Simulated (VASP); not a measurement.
# Hf2TaN3 (P4mm) in VASP: further runs

The runs below take Hf2TaN3 through relaxation of cell and atoms, single point, with PBE.

Everything below comes from runs of VASP 6.6.1. Logs are shortened: lines on timing, memory, paths and dates and some standing lists are left out, and cuts for length are marked.

**1. The cell of the first run**

It takes space group P4mm (No. 99, tetragonal). Conventional cell: a = 3.285 Å, b = 3.285 Å, c = 8.009 Å, α = 90.00°, β = 90.00°, γ = 90.00°. Hf (site symmetry 4mm) has 6 N at 2.53 to 2.71 Å and 4 Ta at 2.64 Å and 4 Hf at 3.29 Å within 3.3 Å. Hf (site symmetry 4mm) has 1 Ta at 2.63 Å and 9 N at 2.68 to 2.73 Å and 4 Hf at 3.29 Å within 3.5 Å. Ta (site symmetry 4mm) has 5 Hf at 2.63 to 2.64 Å and 5 N at 2.65 to 2.66 Å and 4 Ta at 3.29 Å within 3.5 Å. N (site symmetry 4mm) has 9 N at 2.67 to 3.29 Å and 5 Hf at 2.71 to 2.72 Å within 3.5 Å. Within 3.3 Å of N (site symmetry 4mm) lie 5 Hf at 2.53 to 2.68 Å and 4 Ta at 2.65 Å and 5 N at 2.76 to 3.29 Å. N (site symmetry 4mm) has 1 Ta at 2.66 Å and 8 N at 2.67 to 3.29 Å and 5 Hf at 2.71 to 2.73 Å within 3.5 Å.

The cell was built from a structure type or drawn by symmetry, and may not be a known phase.

**2. Relaxation of cell and atoms, PBE**

File INCAR:

```
SYSTEM = Hf2TaN3
PREC = Accurate ; ENCUT = 600
EDIFF = 1E-6 ; ISMEAR = 0
SIGMA = 0.1 ; LREAL = .False.
LASPH = .True. ; NELM = 100
ALGO = Normal ; ISIF = 3
LWAVE = .False. ; LCHARG = .False.
GGA = PE ; IBRION = 2
NSW = 90 ; EDIFFG = -0.04
```

File KPOINTS:

```
Automatic mesh
0
Gamma
  6 6 2
  0 0 0
```

File POSCAR:

```
Hf2TaN3
1.0
    3.2853603600      0.0000000000      0.0000000000
    0.0000000000      3.2853603600      0.0000000000
    0.0000000000      0.0000000000      8.0086993900
Hf Ta N
2 1 3
Direct
    0.0000000000      0.0000000000      0.0094770000
    0.5000000000      0.5000000000      0.4938240100
    0.5000000000      0.5000000000      0.1658110000
    0.0000000000      0.0000000000      0.6709480300
    0.0000000000      0.0000000000      0.3257620000
    0.5000000000      0.5000000000      0.8341779700
```

Potentials or basis: VASP PAW PBE potentials, release 64 (Hf_pv, Ta_pv, N).

The run is started by

```bash
cat potpaw_PBE.64/Hf_pv/POTCAR potpaw_PBE.64/Ta_pv/POTCAR potpaw_PBE.64/N/POTCAR > POTCAR
mpirun -np 1 vasp_std > vasp.out
```

OUTCAR:

```text
SYSTEM = Hf2TaN3
   PREC = Accurate
   ENCUT = 600
   EDIFF = 1E-6
   ISMEAR = 0
   LREAL = .False.
   LASPH = .True.
   NELM = 100
   ISIF = 3
   GGA = PE
   IBRION = 2
   NSW = 90
   EDIFFG = -0.04

 ion  position               nearest neighbor table
   1  0.000  0.000  0.009-   5 2.53   3 2.64   3 2.64   3 2.64   3 2.64   4 2.71   6 2.71   6 2.71
                             6 2.71   6 2.71
   2  0.500  0.500  0.494-   3 2.63   5 2.68   5 2.68   5 2.68   5 2.68   4 2.72   4 2.72   4 2.72
                             4 2.72   6 2.73
   3  0.500  0.500  0.166-   2 2.63   1 2.64   1 2.64   1 2.64   1 2.64   5 2.65   5 2.65   5 2.65
                             5 2.65   6 2.66
   4  0.000  0.000  0.671-   1 2.71   2 2.72   2 2.72   2 2.72   2 2.72
   5  0.000  0.000  0.326-   1 2.53   3 2.65   3 2.65   3 2.65   3 2.65   2 2.68   2 2.68   2 2.68
                             2 2.68
   6  0.500  0.500  0.834-   3 2.66   1 2.71   1 2.71   1 2.71   1 2.71   2 2.73

  LATTYP: Found a simple tetragonal cell.
 ALAT       =     3.2853603600
 C/A-ratio  =     2.4376928289

  Lattice vectors:

 A1 = (   3.2853603600,   0.0000000000,   0.0000000000)
 A2 = (   0.0000000000,   3.2853603600,   0.0000000000)
 A3 = (   0.0000000000,   0.0000000000,   8.0086993900)

Analysis of symmetry for initial positions (statically):
=====================================================================
 Subroutine PRICEL returns:
 Original cell was already a primitive cell.

 Routine SETGRP: Setting up the symmetry group for a
 simple tetragonal supercell.

 Subroutine GETGRP returns: Found  8 space group operations
 (whereof  8 operations were pure point group operations)
 out of a pool of 16 trial point group operations.

The static configuration has the point symmetry C_4v.

Analysis of symmetry for dynamics (positions and initial velocities):
=====================================================================
 Subroutine PRICEL returns:
 Original cell was already a primitive cell.

 Routine SETGRP: Setting up the symmetry group for a
 simple tetragonal supercell.

 Subroutine GETGRP returns: Found  8 space group operations
 (whereof  8 operations were pure point group operations)
 out of a pool of 16 trial point group operations.

The dynamic configuration has the point symmetry C_4v.

 Subroutine INISYM returns: Found  8 space group operations
 (whereof  8 operations are pure point group operations),
 and found     1 'primitive' translations

----------------------------------------------------------------------------------------

                                     Primitive cell

  volume of cell :      86.4426

  direct lattice vectors                    reciprocal lattice vectors
     3.285360360  0.000000000  0.000000000     0.304380613  0.000000000  0.000000000
     0.000000000  3.285360360  0.000000000     0.000000000  0.304380613  0.000000000
     0.000000000  0.000000000  8.008699390     0.000000000  0.000000000  0.124864220

  length of vectors
     3.285360360  3.285360360  8.008699390     0.304380613  0.304380613  0.124864220

  position of ions in fractional coordinates (direct lattice)
     0.000000000  0.000000000  0.009477000
     0.500000000  0.500000000  0.493824010
     0.500000000  0.500000000  0.165811000
     0.000000000  0.000000000  0.670948030
     0.000000000  0.000000000  0.325762000
     0.500000000  0.500000000  0.834177970

  ion indices of the primitive-cell ions
   primitive index   ion index
                 1           1
                 2           2
                 3           3
                 4           4
                 5           5
                 6           6

----------------------------------------------------------------------------------------

 KPOINTS: Automatic mesh

Automatic generation of k-mesh.
 Grid dimensions read from file:
 generate k-points for:    6    6    2

 Generating k-lattice:

  Cartesian coordinates                     Fractional coordinates (reciprocal lattice)
     0.050730102  0.000000000  0.000000000     0.166666667  0.000000000  0.000000000
     0.000000000  0.050730102  0.000000000     0.000000000  0.166666667  0.000000000
     0.000000000  0.000000000  0.062432110     0.000000000  0.000000000  0.500000000

  Length of vectors
     0.050730102  0.050730102  0.062432110

  Shift w.r.t. Gamma in fractional coordinates (k-lattice)
     0.000000000  0.000000000  0.000000000

 Subroutine IBZKPT returns following result:
 ===========================================

 Found     20 irreducible k-points:

 Following reciprocal coordinates:
            Coordinates               Weight
  0.000000  0.000000  0.000000      1.000000
  0.166667  0.000000  0.000000      4.000000
  0.333333  0.000000  0.000000      4.000000
  0.500000  0.000000  0.000000      2.000000
  0.166667  0.166667  0.000000      4.000000
  0.333333  0.166667  0.000000      8.000000
[... 12 lines left out ...]
[... 17 lines left out ...]
   LASPH  =      T    aspherical Exc in radial PAW
   ENCUT  =  600.0 eV  44.10 Ry    6.64 a.u.   6.56  6.56 16.00*2*pi/ulx,y,z
   NELM   =    100;   NELMIN=  2; NELMDL= -5     # of ELM steps
   EDIFF  = 0.1E-05   stopping-criterion for ELM
   LREAL  =      F    real-space projection
   EDIFFG = -.4E-01   stopping-criterion for IOM
   NSW    =     90    number of steps for IOM
   IBRION =      2    ionic relax: 0-MD 1-quasi-New 2-CG
   NFREE  =      1    steps in history (QN), initial steepest desc. (CG)
   ISIF   =      3    stress and relaxation
   ISYM   =      2    0-nonsym 1-usesym 2-fastsym
   POTIM  = 0.5000    time-step for ionic-motion
   TEBEG  =    0.0;   TEEND  =   0.0 temperature during run
   PSTRESS=    0.0 pullay stress
   NELECT =      46.0000    total number of electrons
   NUPDOWN=      -1.0000    fix difference up-down
   EMIN   =  10.00;   EMAX   =-10.00  energy-range for DOS
   EFERMI =   0.00;   METHOD = LEGACY
   ISMEAR =     0;   SIGMA  =   0.10  broadening in eV -4-tet -1-fermi 0-gaus
   EFERMI_NEDOS =   21; number of points for ismear=-14 and -15
   IALGO  =     38    algorithm
   IMIX   =      4    mixing-type and parameters
     AMIX     =   0.40;   BMIX     =  1.00
     AMIX_MAG =   1.60;   BMIX_MAG =  1.00
  volume/ion in A,a.u.               =      14.41        97.22
  Fermi-wavevector in a.u.,A,eV,Ry     =   1.326635  2.506977 23.945714  1.759960
  Thomas-Fermi vector in A             =   2.456007
   LORBIT       =      0    0 simple, 1 ext, 2 COOP (PROOUT), +10 PAW based schemes
   GGA     = PE    functional components
   LHFCALC =     F    Hartree Fock is set to
   AEXX    =    0.0000 exact exchange contribution
   IVDW    =     0    specifies the selected vdW correction
   LEPSILON=     F    determine dielectric tensor
   LRPA    =     F    only Hartree local field effects (RPA)
 conjugate gradient relaxation of ions
 non-spin polarized calculation
 Gauss-broadening in eV      SIGMA  =   0.10
  energy-cutoff  :      600.00
  volume of cell :       86.44
 maximum number of plane-waves:      2943
 NGX is ok and might be reduce to    28
   NGX = 13   NGY = 13   NGZ = 31

--------------------------------------- Ionic step        1  -------------------------------------------

 number of electron      46.0000002 magnetization

 Free energy of the ion-electron system (eV)
  ---------------------------------------------------
  ext. energy  EPLUGINS =         0.00000000
  ---------------------------------------------------
  free energy    TOTEN  =       -50.68006712 eV

  energy without entropy =      -50.65699388  energy(sigma->0) =      -50.66853050

------------------------ aborting loop because EDIFF is reached ----------------------------------------

  FORCE on cell =-STRESS in cart. coord.  units (eV):
  Direction    XX          YY          ZZ          XY          YZ          ZX
  --------------------------------------------------------------------------------------
  -------------------------------------------------------------------------------------
  Total       -6.0831913     -6.0831913     -7.5271413      0.0000000      0.0000000      0.0000000
  in kB     -112.7493475   -112.7493475   -139.5123434      0.0000000      0.0000000      0.0000000
  external PRESSURE =    -121.6703462 kB  Pullay stress =       0.0000000 kB
[... 67 lines left out ...]
--------------------------------------- Ionic step        3  -------------------------------------------

 number of electron      46.0000000 magnetization

 E-fermi :  13.0849     XC(G=0): -15.1723

 val. band max:       13.0710897353   @ k =   0.1667   0.0000   0.0000
 cond. band min:      13.1261639295   @ k =   0.5000   0.5000   0.0000
 fundamental gap:      0.0550741942
 Fermi energy:        13.0848951430

 k-point     1 :       0.0000    0.0000    0.0000
  band No.  band energies     occupation
      1     -31.1023      2.00000
      2     -25.8091      2.00000
      3     -25.8091      2.00000
      4     -22.4969      2.00000
      5     -21.1293      2.00000
      6     -21.1293      2.00000
[... 622 lines left out ...]
  FREE ENERGIE OF THE ION-ELECTRON SYSTEM (eV)
  ---------------------------------------------------
  free  energy   TOTEN  =        33.6687071047 eV

  energy  without entropy=       33.6781285647  energy(sigma->0) =       33.67341783

[... ionic steps 4 to 29 ...]

--------------------------------------- Ionic step       30  -------------------------------------------

 number of electron      46.0000001 magnetization

------------------------ aborting loop because EDIFF is reached ----------------------------------------
[... 75 lines left out ...]
--------------------------------------- Ionic step       32  -------------------------------------------

 number of electron      46.0000001 magnetization

 Free energy of the ion-electron system (eV)
  ---------------------------------------------------
  ext. energy  EPLUGINS =         0.00000000
  ---------------------------------------------------
  free energy    TOTEN  =       -64.29605752 eV

  energy without entropy =      -64.28481036  energy(sigma->0) =      -64.29043394

 E-fermi :   7.0137     XC(G=0): -12.1997

 val. band max:        6.9431542112   @ k =   0.1667   0.0000   0.0000
 cond. band min:       7.0481638658   @ k =   0.3333   0.3333   0.0000
 fundamental gap:      0.1050096546
 Fermi energy:         7.0136638946

 k-point     1 :       0.0000    0.0000    0.0000
  band No.  band energies     occupation
      1     -28.5631      2.00000
      2     -28.4940      2.00000
      3     -28.4940      2.00000
      4     -24.5495      2.00000
      5     -24.1504      2.00000
      6     -24.0732      2.00000
[... 622 lines left out ...]
  FREE ENERGIE OF THE ION-ELECTRON SYSTEM (eV)
  ---------------------------------------------------
  free  energy   TOTEN  =       -64.2960575180 eV

  energy  without entropy=      -64.2848103630  energy(sigma->0) =      -64.29043394

 reached required accuracy - stopping structural energy minimisation
```

Run time: 9.6 min. Hardware: 1 thread of Intel Xeon 6975P-C (Granite Rapids), shared host; peak memory 0.27 GiB.

Results:

| Item | Value |
| --- | --- |
| Free energy | -64.2961 eV |
| Relaxed volume | 12.65 Å³/atom |
| Relaxed cell | a = 3.100 Å, b = 3.100 Å, c = 7.899 Å, α = 90.00°, β = 90.00°, γ = 90.00° |
| Space group after relaxing (to 0.1 Å) | P4mm (No. 99) |
| Pressure after relaxing | 0.0 GPa |
| Largest force after relaxing | 0.024 eV/Å |
| Band gap on the k mesh | zero (bands 23 and 24 overlap by 3.62 eV) |

Forces on the atoms (eV/Å):
```
Hf   0.000  0.000 -0.003
Hf   0.000  0.000  0.007
Ta   0.000  0.000 -0.001
N    0.000  0.000  0.016
N    0.000  0.000  0.005
N    0.000  0.000 -0.024
```

Final structure:
```
Hf Ta N
1.0
     3.09960    0.00000    0.00000
     0.00000    3.09960    0.00000
     0.00000    0.00000    7.89889
Hf Ta N
2 1 3
Direct
  0.00000 0.00000 0.92434
  0.50000 0.50000 0.61443
  0.50000 0.50000 0.20812
  0.00000 0.00000 0.63262
  0.00000 0.00000 0.21573
  0.50000 0.50000 0.90476
```

Caveat: the k points lie up to 0.40 Å⁻¹ apart in the final cell, too coarse for converged energies and pressures of a metal; spin-orbit coupling is left out, which moves the levels of the heavy elements.

**3. Single point, PBE**

This run uses another cell than the first one, of 12.79 Å³/atom.

File INCAR:

```
SYSTEM = Hf2TaN3
ALGO = Normal
EDIFF = 1E-6
ENCUT = 520
GGA = PE
ISIF = 2
ISMEAR = 0
LASPH = .TRUE.
LCHARG = .FALSE.
LREAL = .FALSE.
LWAVE = .FALSE.
NBANDS = 32
NELM = 60
PREC = Accurate
SIGMA = 0.1
```

File KPOINTS:

```
k-points
0
G
  12 12 6
  0 0 0
```

File POSCAR:

```
Hf2TaN3
1.0
    3.0940570545      0.0000000000      0.0000000000
    0.0000000000      3.0940570545      0.0000000000
    0.0000000000      0.0000000000      8.0150518866
Hf Ta N
2 1 3
Direct
    0.0000000000      0.0000000000      0.9245456155
    0.5000000000      0.5000000000      0.6080655674
    0.5000000000      0.5000000000      0.2149121271
    0.0000000000      0.0000000000      0.6376042003
    0.0000000000      0.0000000000      0.2137542138
    0.5000000000      0.5000000000      0.9011182858
```

Potentials or basis: VASP PAW PBE potentials, release 64 (Hf_pv, Ta_pv, N).

The run is started by

```bash
cat potpaw_PBE.64/Hf_pv/POTCAR potpaw_PBE.64/Ta_pv/POTCAR potpaw_PBE.64/N/POTCAR > POTCAR
mpirun -np 1 vasp_std > vasp.out
```

Run time: 85 s. Hardware: 1 thread of Intel Xeon 6975P-C (Granite Rapids), shared host; peak memory 0.37 GiB.

The run converged. Its results:

* Free energy: -64.2268 eV
* Pressure: -1.2 GPa
* Largest force: 0.076 eV/Å
* Band gap on the k mesh: zero (bands 23 and 24 overlap by 3.89 eV)

Forces in eV/Å, atoms in the order of the input:
```
Hf   0.000  0.000 -0.049
Hf   0.000  0.000  0.076
Ta   0.000  0.000  0.001
N    0.000  0.000  0.041
N    0.000  0.000 -0.048
N    0.000  0.000 -0.021
```

Stress tensor (GPa, compression positive):
```
-1.31  0.00  0.00
 0.00 -1.31  0.00
 0.00  0.00 -1.00
```

Levels at points of the mesh, in eV from the Fermi level:
| k point | band 19 | band 20 | band 21 | band 22 | band 23 | band 24 | band 25 | band 26 | band 27 | band 28 |
| --- | --- | --- | --- | --- | --- | --- | --- | --- | --- | --- |
| (0.00, 0.00, 0.00) | -3.10 | -2.81 | -2.32 | -2.32 | -2.25 | -2.11 | -1.40 | 0.83 | 0.83 | 1.82 |
| (0.50, 0.00, 0.00) | -5.64 | -5.24 | -4.27 | -0.90 | 1.72 | 1.83 | 2.52 | 2.67 | 2.86 | 3.45 |
| (0.50, 0.50, 0.00) | -3.44 | -3.44 | -2.66 | -1.92 | -1.92 | 0.03 | 0.03 | 0.12 | 3.52 | 3.52 |
| (0.00, 0.00, 0.50) | -3.11 | -3.11 | -2.42 | -2.29 | -2.29 | -1.26 | 0.05 | 0.61 | 0.61 | 1.82 |
| (0.50, 0.00, 0.50) | -5.66 | -5.22 | -4.71 | -0.32 | 1.67 | 2.06 | 2.13 | 2.94 | 3.09 | 3.43 |
| (0.50, 0.50, 0.50) | -3.32 | -3.31 | -3.31 | -2.39 | -2.39 | 1.19 | 1.19 | 1.31 | 2.30 | 2.30 |

Caveat: spin-orbit coupling is left out, which moves the levels of the heavy elements.

**4. Relaxation of cell and atoms, PBE**

This run uses another cell than the first one, of 12.74 Å³/atom.

File INCAR:

```
SYSTEM = Hf2TaN3
PREC = Accurate
ENCUT = 600
EDIFF = 1E-6
ISMEAR = 0
SIGMA = 0.1
LREAL = .FALSE.
LASPH = .TRUE.
NELM = 100
ALGO = Normal
ISIF = 3
LWAVE = .FALSE.
LCHARG = .FALSE.
GGA = PE
IBRION = 2
NSW = 100
EDIFFG = -0.01
```

File KPOINTS:

```
Automatic mesh
0
G
  12 12 6
  0 0 0
```

File POSCAR:

```
Hf2TaN3
1.0
    3.1053833250      0.0000000000      0.0000000000
    0.0000000000      3.1053833250      0.0000000000
    0.0000000000      0.0000000000      7.9243726724
Hf Ta N
2 1 3
Direct
    0.0000000000      0.0000000000      0.9246435579
    0.5000000000      0.5000000000      0.6143102970
    0.5000000000      0.5000000000      0.2076151837
    0.0000000000      0.0000000000      0.6325907145
    0.0000000000      0.0000000000      0.2158271166
    0.5000000000      0.5000000000      0.9050131403
```

The run is started by

```bash
cat potpaw_PBE.64/Hf_pv/POTCAR potpaw_PBE.64/Ta_pv/POTCAR potpaw_PBE.64/N/POTCAR > POTCAR
mpirun -np 1 vasp_std > vasp.out
```

Run time: 12 min. Hardware: 1 thread of Intel Xeon 6975P-C (Granite Rapids), shared host; peak memory 0.45 GiB.

Results (log left out):

| Property | Result |
| --- | --- |
| Free energy | -64.2342 eV |
| Relaxed volume | 12.73 Å³/atom |
| Relaxed cell | a = 3.090 Å, b = 3.090 Å, c = 7.999 Å, α = 90.00°, β = 90.00°, γ = 90.00° |
| Space group after relaxing (to 0.1 Å) | P4mm (No. 99) |
| Energy gained by relaxing | 3.6 meV/atom |
| Ionic steps | 13 |
| Pressure after relaxing | 0.0 GPa |
| Largest force after relaxing | 0.007 eV/Å |
| Band gap on the k mesh | zero (bands 23 and 24 overlap by 3.91 eV) |

Forces on the atoms (eV/Å):
```
Hf   0.000  0.000 -0.004
Hf   0.000  0.000  0.007
Ta   0.000  0.000  0.003
N    0.000  0.000 -0.006
N    0.000  0.000  0.005
N    0.000  0.000 -0.005
```

The path:
| step | energy change (eV) | largest force (eV/Å) | pressure (GPa) | volume (Å³) |
| --- | --- | --- | --- | --- |
| 1 | 0.0000 | 0.2108 | -1.20 | 76.42 |
| 2 | 0.0000 | 0.2387 | 3.04 | 75.37 |
| 3 | -0.0051 | 0.2032 | 0.91 | 75.89 |
| 4 | -0.0129 | 0.1567 | 0.46 | 76.11 |
| 5 | -0.0177 | 0.2278 | -0.26 | 76.48 |
| 6 | -0.0213 | 0.0837 | -0.24 | 76.39 |
| 7 | -0.0213 | 0.0758 | -0.24 | 76.40 |
| 8 | -0.0213 | 0.0266 | 0.74 | 76.15 |
| 9 | -0.0216 | 0.0512 | 0.25 | 76.27 |
| 10 | -0.0218 | 0.0306 | -0.10 | 76.39 |
| 11 | -0.0219 | 0.0162 | -0.01 | 76.36 |
| 12 | -0.0219 | 0.0182 | 0.00 | 76.36 |
| 13 | -0.0219 | 0.0067 | -0.04 | 76.37 |

Final structure:
```
Hf Ta N
1.0
     3.08986    0.00000    0.00000
     0.00000    3.08986    0.00000
     0.00000    0.00000    7.99871
Hf Ta N
2 1 3
Direct
  0.00000 0.00000 0.92413
  0.50000 0.50000 0.60880
  0.50000 0.50000 0.21489
  0.00000 0.00000 0.63814
  0.00000 0.00000 0.21323
  0.50000 0.50000 0.90080
```

Levels at points of the mesh, in eV from the Fermi level:
```
           k point  band 19  band 20  band 21  band 22  band 23  band 24  band 25  band 26  band 27
(0.00, 0.00, 0.00)    -3.12    -2.83    -2.33    -2.33    -2.28    -2.12    -1.41     0.84     0.84
(0.50, 0.00, 0.00)    -5.67    -5.27    -4.29    -0.90     1.72     1.83     2.53     2.69     2.87
(0.50, 0.50, 0.00)    -3.44    -3.44    -2.67    -1.91    -1.91     0.02     0.02     0.13     3.54
(0.00, 0.00, 0.50)    -3.12    -3.12    -2.45    -2.31    -2.31    -1.27     0.06     0.61     0.61
(0.50, 0.00, 0.50)    -5.68    -5.26    -4.74    -0.32     1.68     2.07     2.14     2.95     3.11
(0.50, 0.50, 0.50)    -3.33    -3.31    -3.31    -2.39    -2.39     1.20     1.20     1.33     2.30
```

Caveat: spin-orbit coupling is left out, which moves the levels of the heavy elements.

**5. Summary**

| task | cell | k mesh | cutoff (eV) | gap on the mesh (eV) | pressure (GPa) | relaxed volume (Å³/atom) | largest force (eV/Å) |
| --- | --- | --- | --- | --- | --- | --- | --- |
| relaxation of cell and atoms | relaxed from a = 3.285, b = 3.285, c = 8.009 Å, 6 atoms, atomic positions A | 6 × 6 × 2 | 600 | none | 0.0 | 12.65 | 0.02 |
| single point | a = 3.094, b = 3.094, c = 8.015 Å, 6 atoms, atomic positions B | 12 × 12 × 6 | 520 | none | -1.2 | - | 0.08 |
| relaxation of cell and atoms | relaxed from a = 3.105, b = 3.105, c = 7.924 Å, 6 atoms, atomic positions C | 12 × 12 × 6 | 600 | none | 0.0 | 12.73 | 0.01 |

Alike in all rows: level PBE; potentials or basis VASP PAW PBE potentials, release 64 (Hf_pv, Ta_pv, N); no spin polarisation; smearing gaussian 0.1 eV.

Caveats: some runs use coarse meshes; spin-orbit coupling is left out, which moves the levels of the heavy elements.

Total energies depend on the potentials used, so only differences within one code and one set of settings carry meaning.
